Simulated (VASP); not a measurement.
# Be2SbP3 (Cmm2) in VASP: further runs, part 2 of 2

VASP 6.6.1.

**3. Single point, PBE**

This run uses another cell than the first one, of 26.66 Å³/atom.

INCAR

```
PREC = Accurate
ENCUT = 520
EDIFF = 1E-6
ISMEAR = 0
SIGMA = 0.1
LREAL = F
LASPH = T
NELM = 60
ALGO = Normal
ISIF = 2
LWAVE = F
LCHARG = F
GGA = PE
NBANDS = 21
```

KPOINTS

```
Automatic mesh
0
Gamma
  4 4 4
```

POSCAR

```
Be2SbP3
1.0
    3.1848828968     -3.3416049785      0.0000000000
    3.1848828968      3.3416049785      0.0000000000
    0.0000000000      0.0000000000      7.5142483581
Be Sb P
2 1 3
Direct
    0.2554399401      0.7445600599      0.9649172428
    0.7445600599      0.2554399401      0.9649172428
    0.0000000000      0.0000000000      0.6911010067
    0.0000000000      0.0000000000      0.1594280096
    0.7320723031      0.7320723031     -0.0458957410
    0.2679276969      0.2679276969     -0.0458957410
```

Potentials or basis: VASP PAW PBE potentials, release 64 (Be, Sb, P).

Command:

```console
> cat potpaw_PBE.64/Be/POTCAR potpaw_PBE.64/Sb/POTCAR potpaw_PBE.64/P/POTCAR > POTCAR
> mpirun -np 1 vasp_std > vasp.out
```

OUTCAR:

```text
PREC = Accurate
   ENCUT = 520
   EDIFF = 1E-6
   ISMEAR = 0
   LREAL = F
   LASPH = T
   NELM = 60
   ISIF = 2
   GGA = PE

 ion  position               nearest neighbor table
   1  0.255  0.745  0.965-   5 2.21   6 2.21   4 2.25   6 2.42   5 2.42   3 2.67
   2  0.745  0.255  0.965-   5 2.21   6 2.21   4 2.25   6 2.42   5 2.42   3 2.67
   3  0.000  0.000  0.691-   5 2.61   6 2.61   1 2.67   2 2.67
   4  0.000  0.000  0.159-   1 2.25   2 2.25   5 2.30   6 2.30
   5  0.732  0.732  0.954-   1 2.21   2 2.21   4 2.30   2 2.42   1 2.42   3 2.61   6 2.96
   6  0.268  0.268  0.954-   1 2.21   2 2.21   4 2.30   1 2.42   2 2.42   3 2.61   5 2.96

[... 707 lines left out ...]
  Total       -0.0559936      0.0197958      0.0533613      0.0000000      0.0000000      0.0000000
  in kB       -0.5608993      0.1982983      0.5345311      0.0000000      0.0000000      0.0000000
  external PRESSURE =       0.0573100 kB  Pullay stress =       0.0000000 kB

 VOLUME and BASIS-vectors are now :
 -----------------------------------------------------------------------------
  energy-cutoff  :      520.00
  volume of cell :      159.94
      direct lattice vectors                 reciprocal lattice vectors
     3.184882897 -3.341604978  0.000000000     0.156991643 -0.149628697  0.000000000
     3.184882897  3.341604978  0.000000000     0.156991643  0.149628697  0.000000000
     0.000000000  0.000000000  7.514248358     0.000000000  0.000000000  0.133080509

 POSITION                                       TOTAL-FORCE (eV/Angst)
 -----------------------------------------------------------------------------------
      3.18488      1.63445      7.25063         0.000000      0.005817      0.005005
      3.18488     -1.63445      7.25063         0.000000     -0.005817      0.005005
      0.00000      0.00000      5.19310         0.000000      0.000000     -0.059222
      0.00000      0.00000      1.19798         0.000000      0.000000     -0.056183
      4.66313      0.00000      7.16938         0.002695      0.000000      0.052698
      1.70664      0.00000      7.16938        -0.002695      0.000000      0.052698
 -----------------------------------------------------------------------------------
    total drift:                               -0.000000      0.000000     -0.000912

  FREE ENERGIE OF THE ION-ELECTRON SYSTEM (eV)
  ---------------------------------------------------
  free  energy   TOTEN  =       -26.4619121238 eV

  energy  without entropy=      -26.4561944536  energy(sigma->0) =      -26.45905329
```

OSZICAR:

```text
N       E                     dE             d eps       ncg     rms          rms(c)
DAV:   1     0.921751825684E+02    0.92175E+02   -0.87022E+03   882   0.903E+02
DAV:   2    -0.191773293894E+02   -0.11135E+03   -0.10789E+03  1164   0.152E+02
DAV:   3    -0.275007246838E+02   -0.83234E+01   -0.82403E+01  1140   0.450E+01
DAV:   4    -0.276789146713E+02   -0.17819E+00   -0.17776E+00  1222   0.734E+00
DAV:   5    -0.276827204757E+02   -0.38058E-02   -0.38056E-02  1273   0.104E+00    0.879E+00
DAV:   6    -0.266027275709E+02    0.10800E+01   -0.26241E+00  1046   0.597E+00    0.516E+00
DAV:   7    -0.264735071924E+02    0.12922E+00   -0.71646E-01  1162   0.332E+00    0.192E+00
DAV:   8    -0.264584151687E+02    0.15092E-01   -0.69566E-02  1069   0.123E+00    0.722E-01
DAV:   9    -0.264587285968E+02   -0.31343E-03   -0.15454E-02  1139   0.543E-01    0.205E-01
DAV:  10    -0.264604359023E+02   -0.17073E-02   -0.21772E-03  1038   0.220E-01    0.935E-02
DAV:  11    -0.264615650410E+02   -0.11291E-02   -0.10366E-03  1023   0.141E-01    0.560E-02
DAV:  12    -0.264618152660E+02   -0.25023E-03   -0.22921E-04  1067   0.642E-02    0.406E-02
DAV:  13    -0.264619028237E+02   -0.87558E-04   -0.73369E-05  1044   0.441E-02    0.118E-02
DAV:  14    -0.264619108192E+02   -0.79955E-05   -0.94425E-06  1101   0.161E-02    0.275E-03
DAV:  15    -0.264619120774E+02   -0.12582E-05   -0.12624E-06   916   0.644E-03    0.181E-03
DAV:  16    -0.264619121238E+02   -0.46360E-07   -0.21895E-07   764   0.295E-03
   1 F= -.26461912E+02 E0= -.26459053E+02  d E =-.571767E-02
```

It took 94 s on 1 thread of Oxide Virtual Turin-like, shared host; peak memory 0.25 GiB.

What came out:

```yaml
Free_energy: -26.4619 eV
Pressure: 0.0 GPa
Largest_force: 0.059 eV/Å
Band_gap_on_the_k_mesh: 0.14 eV
```

Forces in eV/Å, atoms in the order of the input:
```
Be   0.000  0.006  0.005
Be   0.000 -0.006  0.005
Sb   0.000  0.000 -0.059
P    0.000  0.000 -0.056
P    0.003  0.000  0.053
P   -0.003  0.000  0.053
```

Caveat: semilocal functionals underestimate gaps, and a narrow one can read as zero; spin-orbit coupling is left out, which moves the levels of the heavy elements; this functional lacks dispersion, which binds layers or chains, so the pressure and a relaxed spacing across them are unreliable. A k mesh can miss the band edges.

**4. Single point, PBE**

This run uses another cell than the first one, of 27.19 Å³/atom.

INCAR

```
SYSTEM = Be2SbP3
PREC     = Accurate       ! precision mode
ENCUT    = 520            ! plane-wave cutoff, eV
EDIFF    = 1E-6           ! SCF threshold, eV
ISMEAR   = 0              ! smearing method
SIGMA    = 0.01           ! smearing width, eV
LREAL    = .FALSE.        ! projectors in reciprocal space
LASPH    = .TRUE.         ! aspherical terms in the spheres
NELM     = 80             ! most SCF steps
ALGO     = Fast           ! electronic algorithm
ISIF     = 2              ! what is computed and relaxed
LWAVE    = .FALSE.        ! write WAVECAR
LCHARG   = .TRUE.         ! write CHGCAR
GGA      = PE             ! functional
LELF     = .TRUE.         ! ELF
LVHAR    = .TRUE.       
NBANDS   = 21             ! bands
```

KPOINTS

```
regular mesh
0
G
  8 8 6
  0 0 0
```

POSCAR

```
Be2SbP3
1.0
    3.1788512081     -3.3456025112      0.0000000000
    3.1788512081      3.3456025112      0.0000000000
    0.0000000000      0.0000000000      7.6698051058
Be Sb P
2 1 3
Direct
    0.7457550238      0.2542449762      0.0363690599
    0.2542449762      0.7457550238      0.0363690599
    0.0000000000      0.0000000000      0.3025251034
    0.0000000000      0.0000000000      0.8455116258
    0.7310612570      0.7310612570      0.0453265656
    0.2689387430      0.2689387430      0.0453265656
```

Potentials or basis: VASP PAW PBE potentials, release 64 (Be, Sb, P).

Command:

```console
> cat potpaw_PBE.64/Be/POTCAR potpaw_PBE.64/Sb/POTCAR potpaw_PBE.64/P/POTCAR > POTCAR
> mpirun -np 1 vasp_std > vasp.out
```

OUTCAR:

```text
SYSTEM = Be2SbP3
   PREC = Accurate
   ENCUT = 520
   EDIFF = 1E-6
   ISMEAR = 0
   LREAL = .FALSE.
   LASPH = .TRUE.
   NELM = 80
   ISIF = 2
   GGA = PE

 ion  position               nearest neighbor table
   1  0.746  0.254  0.036-   5 2.21   6 2.21   4 2.24   6 2.41   5 2.41   3 2.66
   2  0.254  0.746  0.036-   5 2.21   6 2.21   4 2.24   6 2.41   5 2.41   3 2.66
   3  0.000  0.000  0.303-   5 2.61   6 2.61   1 2.66   2 2.66
   4  0.000  0.000  0.846-   1 2.24   2 2.24   5 2.30   6 2.30
   5  0.731  0.731  0.045-   1 2.21   2 2.21   4 2.30   1 2.41   2 2.41   3 2.61   6 2.94
   6  0.269  0.269  0.045-   1 2.21   2 2.21   4 2.30   2 2.41   1 2.41   3 2.61   5 2.94

  LATTYP: Found a base centered orthorhombic cell.
 ALAT       =     6.3577024162
 B/A-ratio  =     1.0524564669
 C/A-ratio  =     1.2063800102

  Lattice vectors:

 A1 = (   3.1788512081,  -3.3456025112,   0.0000000000)
 A2 = (   3.1788512081,   3.3456025112,   0.0000000000)
 A3 = (   0.0000000000,   0.0000000000,   7.6698051058)

Analysis of symmetry for initial positions (statically):
=====================================================================
 Subroutine PRICEL returns:
 Original cell was already a primitive cell.

 Routine SETGRP: Setting up the symmetry group for a
 base centered orthorhombic supercell.

 Subroutine GETGRP returns: Found  4 space group operations
 (whereof  4 operations were pure point group operations)
 out of a pool of  8 trial point group operations.

The static configuration has the point symmetry C_2v.

Analysis of symmetry for dynamics (positions and initial velocities):
=====================================================================
 Subroutine PRICEL returns:
 Original cell was already a primitive cell.

 Routine SETGRP: Setting up the symmetry group for a
 base centered orthorhombic supercell.

 Subroutine GETGRP returns: Found  4 space group operations
[... 134 lines left out ...]
  Thomas-Fermi vector in A             =   1.982288
   LORBIT       =      0    0 simple, 1 ext, 2 COOP (PROOUT), +10 PAW based schemes
   GGA     = PE    functional components
   LHFCALC =     F    Hartree Fock is set to
   AEXX    =    0.0000 exact exchange contribution
   IVDW    =     0    specifies the selected vdW correction
   LEPSILON=     F    determine dielectric tensor
   LRPA    =     F    only Hartree local field effects (RPA)
 non-spin polarized calculation
 RMM-DIIS sequential band-by-band and
 Gauss-broadening in eV      SIGMA  =   0.01
  energy-cutoff  :      520.00
  volume of cell :      163.14
 maximum number of plane-waves:      4427
 NGX is ok and might be reduce to    36
   NGX = 17   NGY = 17   NGZ = 29

 number of electron      23.9999999 magnetization

 Free energy of the ion-electron system (eV)
  ---------------------------------------------------
  ext. energy  EPLUGINS =         0.00000000
  ---------------------------------------------------
  free energy    TOTEN  =       -26.48976861 eV

  energy without entropy =      -26.48976444  energy(sigma->0) =      -26.48976653

 E-fermi :   2.6648     XC(G=0):  -7.3253

 val. band max:        2.6484026179   @ k =   0.3750   0.3750   0.0000
 cond. band min:       2.6830000571   @ k =   0.5000   0.2500   0.5000
 fundamental gap:      0.0345974391
 Fermi energy:         2.6648320268

 k-point     1 :       0.0000    0.0000    0.0000
  band No.  band energies     occupation
      1     -11.4788      2.00000
      2      -7.5042      2.00000
      3      -7.2205      2.00000
      4      -5.9545      2.00000
      5      -2.7974      2.00000
      6      -2.4778      2.00000
[... 565 lines left out ...]
     20       7.6902      0.00000
     21       8.0653      0.00000

 [... further k-points ...]

------------------------ aborting loop because EDIFF is reached ----------------------------------------

  FORCE on cell =-STRESS in cart. coord.  units (eV):
  Direction    XX          YY          ZZ          XY          YZ          ZX
  --------------------------------------------------------------------------------------
  -------------------------------------------------------------------------------------
  Total       -0.0666263      0.0066232     -0.0082485      0.0000000      0.0000000      0.0000000
  in kB       -0.6543307      0.0650461     -0.0810079      0.0000000      0.0000000      0.0000000
  external PRESSURE =      -0.2234308 kB  Pullay stress =       0.0000000 kB

 VOLUME and BASIS-vectors are now :
 -----------------------------------------------------------------------------
  energy-cutoff  :      520.00
  volume of cell :      163.14
      direct lattice vectors                 reciprocal lattice vectors
     3.178851208 -3.345602511  0.000000000     0.157289526 -0.149449912  0.000000000
     3.178851208  3.345602511  0.000000000     0.157289526  0.149449912  0.000000000
     0.000000000  0.000000000  7.669805106     0.000000000  0.000000000  0.130381409

 POSITION                                       TOTAL-FORCE (eV/Angst)
 -----------------------------------------------------------------------------------
      3.17885     -1.64440      0.27894         0.000000     -0.013670     -0.008844
      3.17885      1.64440      0.27894         0.000000      0.013670     -0.008844
      0.00000      0.00000      2.32031         0.000000      0.000000      0.037804
      0.00000      0.00000      6.48491         0.000000      0.000000      0.055737
      4.64787      0.00000      0.34765         0.033623      0.000000     -0.037927
      1.70983      0.00000      0.34765        -0.033623      0.000000     -0.037927
 -----------------------------------------------------------------------------------
    total drift:                                0.000000     -0.000000      0.000137

  FREE ENERGIE OF THE ION-ELECTRON SYSTEM (eV)
  ---------------------------------------------------
  free  energy   TOTEN  =       -26.4897686146 eV

  energy  without entropy=      -26.4897644383  energy(sigma->0) =      -26.48976653
```

Run time: 9.3 min. Hardware: 1 thread of Oxide Virtual Turin-like, shared host; peak memory 0.41 GiB.

Results:

* Free energy: -26.4898 eV
* Pressure: 0.0 GPa
* Largest force: 0.056 eV/Å
* Band gap on the k mesh: zero (bands 12 and 13 overlap by 0.42 eV)

Forces on the atoms (eV/Å):
```
Be   0.000 -0.014 -0.009
Be   0.000  0.014 -0.009
Sb   0.000  0.000  0.038
P    0.000  0.000  0.056
P    0.034  0.000 -0.038
P   -0.034  0.000 -0.038
```

Caveat: semilocal functionals underestimate gaps, and a narrow one can read as zero; spin-orbit coupling is left out, which moves the levels of the heavy elements; this functional lacks dispersion, which binds layers or chains, so the pressure and a relaxed spacing across them are unreliable.

**5. Single point, PBE**

This run uses another cell than the first one, of 27.19 Å³/atom.

INCAR

```
ALGO = Fast
EDIFF = 1E-6
ENCUT = 520
GGA = PE
ISIF = 2
ISMEAR = 0
LASPH = True
LCHARG = False
LREAL = False
LWAVE = False
NBANDS = 21
NELM = 100
PREC = Accurate
SIGMA = 0.1
```

KPOINTS

```
k-points
0
Gamma
  8 8 6
```

POSCAR is that of step 4.

Command:

```console
> cat potpaw_PBE.64/Be/POTCAR potpaw_PBE.64/Sb/POTCAR potpaw_PBE.64/P/POTCAR > POTCAR
> mpirun -np 1 vasp_std > vasp.out
```

It took 7.6 min on 1 thread of Oxide Virtual Turin-like, shared host; peak memory 0.41 GiB.

The run converged. Its results:

- Free energy: -26.4924 eV
- Pressure: 0.0 GPa
- Largest force: 0.063 eV/Å
- Band gap on the k mesh: zero (bands 12 and 13 overlap by 0.42 eV)

Forces on the atoms (eV/Å):
```
Be   0.000 -0.012 -0.010
Be   0.000  0.012 -0.010
Sb   0.000  0.000  0.035
P    0.000  0.000  0.063
P    0.024  0.000 -0.039
P   -0.024  0.000 -0.039
```

Levels at points of the mesh, in eV from the Fermi level:
```csv
k point,band 9,band 10,band 11,band 12,band 13,band 14,band 15,band 16
"(0.00, 0.00, 0.00)",-2.16,-1.81,-1.81,-1.22,0.78,1.62,1.79,2.58
"(0.50, 0.00, 0.00)",-3.74,-1.71,-1.52,-0.60,1.25,1.74,2.46,3.02
"(0.50, 0.50, 0.00)",-1.90,-1.14,-0.48,-0.28,0.42,1.23,2.34,2.55
"(0.00, 0.00, 0.50)",-2.80,-1.81,-1.80,-1.28,0.20,2.02,2.04,2.78
"(0.50, 0.00, 0.50)",-3.62,-2.28,-1.78,-0.38,1.47,1.49,2.22,3.01
"(0.50, 0.50, 0.50)",-2.30,-1.05,-0.81,-0.33,0.42,1.52,2.55,2.91
```

Caveat: semilocal functionals underestimate gaps, and a narrow one can read as zero; spin-orbit coupling is left out, which moves the levels of the heavy elements; this functional lacks dispersion, which binds layers or chains, so the pressure and a relaxed spacing across them are unreliable.

**6. Summary**

| cell | k mesh | smearing | gap on the mesh (eV) | pressure (GPa) | largest force (eV/Å) |
| --- | --- | --- | --- | --- | --- |
| a = 4.664, b = 4.664, c = 6.049 Å, angles 90.0, 90.0, 110.0°, 6 atoms, atomic positions A | 4 × 4 × 4 | gaussian 0.1 eV | none | 67.8 | 49.25 |
| a = 4.616, b = 4.616, c = 7.514 Å, angles 90.0, 90.0, 92.8°, 6 atoms, atomic positions B | 4 × 4 × 4 | gaussian 0.1 eV | 0.14 | 0.0 | 0.06 |
| a = 4.615, b = 4.615, c = 7.670 Å, angles 90.0, 90.0, 92.9°, 6 atoms, atomic positions C | 8 × 8 × 6 | gaussian 0.01 eV | none | 0.0 | 0.06 |
| a = 4.615, b = 4.615, c = 7.670 Å, angles 90.0, 90.0, 92.9°, 6 atoms, atomic positions C | 8 × 8 × 6 | gaussian 0.1 eV | none | 0.0 | 0.06 |

Alike in all rows: task single point; level PBE; potentials or basis VASP PAW PBE potentials, release 64 (Be, Sb, P); no spin polarisation; cutoff (eV) 520.

Caveats: spin-orbit coupling is left out, which moves the levels of the heavy elements; semilocal functionals underestimate gaps, and a narrow one can read as zero (at least some runs); this functional lacks dispersion, which binds layers or chains, so the pressure and a relaxed spacing across them are unreliable (at least some runs); the stress differs along the axes, from 33 to 102 GPa (at least some runs); forces of over 1 eV/Å act on the atoms, so gaps and moduli don't describe the material at rest (at least some runs).

Total energies depend on the potentials used, so only differences within one code and one set of settings carry meaning.

The gap in the log of VASP goes by the Fermi energy; the results here count the filled bands.